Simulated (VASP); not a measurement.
# Au in VASP: notebook

The runs below take Au through single point, with PBEsol.

Program: VASP 6.6.1. These are calculated values, not measurements. Logs are shortened: lines on timing, memory, paths and dates and some standing lists are left out, and cuts for length are marked.

### Step 1. The cell of the first run

The cell holds a slab with vacuum, 3 atoms: a = 2.820 Å, b = 2.885 Å, c = 19.801 Å, α = 90.00°, β = 90.00°, γ = 119.26°.

### Step 2. Single point, PBEsol (atoms taken out)

Contents of INCAR:

```
PREC = Accurate
ENCUT = 520
EDIFF = 1E-7
ISMEAR = 0
SIGMA = 0.1
LREAL = False
LASPH = True
NELM = 60
ALGO = Normal
ISIF = 2
LWAVE = False
LCHARG = False
LDIPOL = True
IDIPOL = 3
DIPOL = 0.5 0.5 0.500
GGA = PS
NBANDS = 24
```

Contents of KPOINTS:

```
Automatic mesh
0
Gamma
  14 14 1
```

Contents of POSCAR:

```
Au
1.0
    2.8200300622      0.0000000000      0.0000000000
   -1.4100150311      2.5170030989      0.0000000000
    0.0000000000      0.0000000000     19.8006775662
Au
3
Direct
    0.3361360490      0.6722720980      0.3787749169
    0.6638639510      0.3277279020      0.5000000000
    0.3361360490      0.6722720980      0.6212250831
```

Potentials or basis: VASP PAW PBE potentials, release 64 (Au).

Run with:

```
> cat potpaw_PBE.64/Au/POTCAR > POTCAR
> mpirun -np 1 vasp_std > vasp.out
```

OUTCAR:

```text
PREC = Accurate
   ENCUT = 520
   EDIFF = 1E-7
   ISMEAR = 0
   LREAL = False
   LASPH = True
   NELM = 60
   ISIF = 2
   GGA = PS

 ion  position               nearest neighbor table
   1  0.336  0.672  0.379-   2 2.91   2 2.92   2 2.92
   2  0.664  0.328  0.500-   1 2.91   3 2.91   1 2.92   3 2.92   1 2.92   3 2.92
   3  0.336  0.672  0.621-   2 2.91   2 2.92   2 2.92

  LATTYP: Found a base centered orthorhombic cell.
 ALAT       =     2.8200300622
 B/A-ratio  =     1.7850895511
 C/A-ratio  =     7.0214420164

  Lattice vectors:

 A1 = (   1.4100150311,  -2.5170030989,   0.0000000000)
 A2 = (   1.4100150311,   2.5170030989,   0.0000000000)
 A3 = (   0.0000000000,   0.0000000000,  19.8006775662)

Analysis of symmetry for initial positions (statically):
=====================================================================
 Subroutine PRICEL returns:
 Original cell was already a primitive cell.

 Routine SETGRP: Setting up the symmetry group for a
 base centered orthorhombic supercell.

 Subroutine GETGRP returns: Found  4 space group operations
 (whereof  4 operations were pure point group operations)
 out of a pool of  8 trial point group operations.

The static configuration has the point symmetry C_2v.

Analysis of symmetry for dynamics (positions and initial velocities):
=====================================================================
 Subroutine PRICEL returns:
 Original cell was already a primitive cell.

 Routine SETGRP: Setting up the symmetry group for a
 base centered orthorhombic supercell.

 Subroutine GETGRP returns: Found  4 space group operations
 (whereof  4 operations were pure point group operations)
 out of a pool of  8 trial point group operations.

The dynamic configuration has the point symmetry C_2v.

 Subroutine INISYM returns: Found  4 space group operations
 (whereof  4 operations are pure point group operations),
 and found     1 'primitive' translations

----------------------------------------------------------------------------------------

                                     Primitive cell

  volume of cell :     140.5457

  direct lattice vectors                    reciprocal lattice vectors
     2.820030062  0.000000000  0.000000000     0.354606149  0.198648941  0.000000000
    -1.410015031  2.517003099  0.000000000     0.000000000  0.397297882  0.000000000
     0.000000000  0.000000000 19.800677566     0.000000000  0.000000000  0.050503322

  length of vectors
     2.820030062  2.885038472 19.800677566     0.406456544  0.397297882  0.050503322
[... 90 lines left out ...]
   ISYM   =      2    0-nonsym 1-usesym 2-fastsym
   POTIM  = 0.5000    time-step for ionic-motion
   TEBEG  =    0.0;   TEEND  =   0.0 temperature during run
   PSTRESS=    0.0 pullay stress
   NELECT =      33.0000    total number of electrons
   NUPDOWN=      -1.0000    fix difference up-down
   EMIN   =  10.00;   EMAX   =-10.00  energy-range for DOS
   EFERMI =   0.00;   METHOD = LEGACY
   ISMEAR =     0;   SIGMA  =   0.10  broadening in eV -4-tet -1-fermi 0-gaus
   EFERMI_NEDOS =   21; number of points for ismear=-14 and -15
   IALGO  =     38    algorithm
   IMIX   =      4    mixing-type and parameters
     AMIX     =   0.40;   BMIX     =  1.00
     AMIX_MAG =   1.60;   BMIX_MAG =  1.00
  volume/ion in A,a.u.               =      46.85       316.15
  Fermi-wavevector in a.u.,A,eV,Ry     =   1.009966  1.908560 13.878382  1.020032
  Thomas-Fermi vector in A             =   2.142927
   LORBIT       =      0    0 simple, 1 ext, 2 COOP (PROOUT), +10 PAW based schemes
   GGA     = PS    functional components
   LHFCALC =     F    Hartree Fock is set to
   AEXX    =    0.0000 exact exchange contribution
   IVDW    =     0    specifies the selected vdW correction
   LEPSILON=     F    determine dielectric tensor
   LRPA    =     F    only Hartree local field effects (RPA)
 non-spin polarized calculation
 Gauss-broadening in eV      SIGMA  =   0.10
  energy-cutoff  :      520.00
  volume of cell :      140.55
 maximum number of plane-waves:      3831
 NGX is ok and might be reduce to    24
   NGX = 11   NGY = 11   NGZ = 73

 dipolmoment           0.000000      0.000000      0.000000 electrons x Angstroem

 number of electron      32.9999999 magnetization

 dipolmoment           0.000000      0.000000     -0.000000 electrons x Angstroem

 Free energy of the ion-electron system (eV)
  ---------------------------------------------------
  ext. energy  EPLUGINS =         0.00000000
  ---------------------------------------------------
  free energy    TOTEN  =       -10.90317957 eV

  energy without entropy =      -10.89656926  energy(sigma->0) =      -10.89987441

 E-fermi :  -0.0547     XC(G=0):  -5.4803

 val. band max:       -0.0687305680   @ k =   0.4286   0.0000   0.0000
 cond. band min:      -0.0294756662   @ k =   0.1429   0.1429   0.0000
 fundamental gap:      0.0392549018
 Fermi energy:        -0.0547341253

 k-point     1 :       0.0000    0.0000    0.0000
  band No.  band energies     occupation
      1      -9.2290      2.00000
      2      -7.6230      2.00000
      3      -7.2472      2.00000
      4      -4.8297      2.00000
      5      -4.7512      2.00000
      6      -4.4321      2.00000
[... 637 lines left out ...]
     23       9.0278      0.00000
     24       9.3425      0.00000

 [... further k-points ...]

------------------------ aborting loop because EDIFF is reached ----------------------------------------

 vacuum level on the upper side and lower side of the slab       (xc-potential included)        -0.015        -0.015

  FORCE on cell =-STRESS in cart. coord.  units (eV):
  Direction    XX          YY          ZZ          XY          YZ          ZX
  --------------------------------------------------------------------------------------
  -------------------------------------------------------------------------------------
  Total       -2.2320971     -3.2498401      0.0424521      0.0000000      0.0000000      0.0000000
  in kB      -25.4452155    -37.0471703      0.4839402      0.0000000      0.0000000      0.0000000
  external PRESSURE =     -20.6694819 kB  Pullay stress =       0.0000000 kB

 VOLUME and BASIS-vectors are now :
 -----------------------------------------------------------------------------
  energy-cutoff  :      520.00
  volume of cell :      140.55
      direct lattice vectors                 reciprocal lattice vectors
     2.820030062  0.000000000  0.000000000     0.354606149  0.198648941  0.000000000
    -1.410015031  2.517003099  0.000000000     0.000000000  0.397297882  0.000000000
     0.000000000  0.000000000 19.800677566     0.000000000  0.000000000  0.050503322

 POSITION                                       TOTAL-FORCE (eV/Angst)
 -----------------------------------------------------------------------------------
     -0.00000      1.69211      7.50000         0.000000      0.002319     -0.016724
      1.41002      0.82489      9.90034        -0.000000     -0.004639      0.000000
     -0.00000      1.69211     12.30068         0.000000      0.002319      0.016724
 -----------------------------------------------------------------------------------
    total drift:                                0.000000     -0.000006     -0.000000

  FREE ENERGIE OF THE ION-ELECTRON SYSTEM (eV)
  ---------------------------------------------------
  free  energy   TOTEN  =       -10.9031795669 eV

  energy  without entropy=      -10.8965692562  energy(sigma->0) =      -10.89987441

 vacuum level on the upper side and lower side of the slab         5.251         5.251
```

OSZICAR:

```text
N       E                     dE             d eps       ncg     rms          rms(c)
DAV:   1     0.204864018946E+03    0.20486E+03   -0.14263E+04  2736   0.114E+03
DAV:   2    -0.606209244541E+01   -0.21093E+03   -0.19228E+03  3240   0.244E+02
DAV:   3    -0.118108514760E+02   -0.57488E+01   -0.56768E+01  3216   0.422E+01
DAV:   4    -0.118739754675E+02   -0.63124E-01   -0.63112E-01  3424   0.448E+00
DAV:   5    -0.118748460188E+02   -0.87055E-03   -0.87052E-03  3320   0.508E-01    0.137E+01
DAV:   6    -0.109591246802E+02    0.91572E+00   -0.24771E+00  3016   0.117E+01    0.907E+00
DAV:   7    -0.109116990799E+02    0.47426E-01   -0.23749E-01  3112   0.368E+00    0.333E+00
DAV:   8    -0.109044905305E+02    0.72085E-02   -0.48014E-02  3152   0.270E+00    0.468E-01
DAV:   9    -0.109027758428E+02    0.17147E-02   -0.82623E-03  2992   0.121E+00    0.991E-02
DAV:  10    -0.109029082035E+02   -0.13236E-03   -0.69411E-04  3160   0.191E-01    0.466E-02
DAV:  11    -0.109029801829E+02   -0.71979E-04   -0.58909E-05  3096   0.877E-02    0.132E-02
DAV:  12    -0.109030659281E+02   -0.85745E-04   -0.12845E-05  3048   0.171E-02    0.432E-03
DAV:  13    -0.109031148246E+02   -0.48896E-04   -0.44888E-06  3072   0.666E-03    0.250E-03
DAV:  14    -0.109031668735E+02   -0.52049E-04   -0.10651E-05  2944   0.861E-03    0.289E-03
DAV:  15    -0.109031782430E+02   -0.11369E-04   -0.28936E-06  2864   0.389E-03    0.114E-03
DAV:  16    -0.109031793353E+02   -0.10923E-05   -0.21551E-07  2272   0.221E-03    0.434E-04
DAV:  17    -0.109031795386E+02   -0.20332E-06   -0.58925E-08  2096   0.109E-03    0.353E-04
DAV:  18    -0.109031795669E+02   -0.28225E-07   -0.47304E-08  2120   0.886E-04
   1 F= -.10903180E+02 E0= -.10899874E+02  d E =-.661031E-02
```

stdout:

```text
POSCAR found type information on POSCAR Au
 POSCAR found :  1 types and       3 ions
 scaLAPACK will be used
 -----------------------------------------------------------------------------
|                                                                             |
|                                                                             |
|     You enforced a specific xc type in the INCAR file but a different       |
|     I HOPE YOU KNOW WHAT YOU ARE DOING!                                     |
|                                                                             |
 -----------------------------------------------------------------------------

 LDA part: xc-table for (Slater+PW92), standard interpolation
 POSCAR, INCAR and KPOINTS ok, starting setup
 FFT: planning ... GRIDC
 FFT: planning ... GRID_SOFT
 FFT: planning ... GRID
 WAVECAR not read
 entering main loop
```

It took 86 s on 1 thread of Intel Xeon 6975P-C (Granite Rapids), shared host; peak memory 0.36 GiB.

Results:

| Item | Value |
| --- | --- |
| Free energy | -10.9032 eV |
| Largest force | 0.017 eV/Å |
| Band gap on the k mesh | zero (an odd number of electrons rules out a gap without spin polarisation) |

Forces on the atoms (eV/Å):
```
Au   0.000  0.002 -0.017
Au   0.000 -0.005  0.000
Au   0.000  0.002  0.017
```

Caveat: the cell differs from its parent crystal (atoms taken out); the PAW data sets were made with another functional, which shifts forces and pressure a little; spin-orbit coupling is left out, which moves the levels of the heavy elements.

(Continued in part 2 of 2.)

The gap in the log of VASP goes by the Fermi energy; the results here count the filled bands.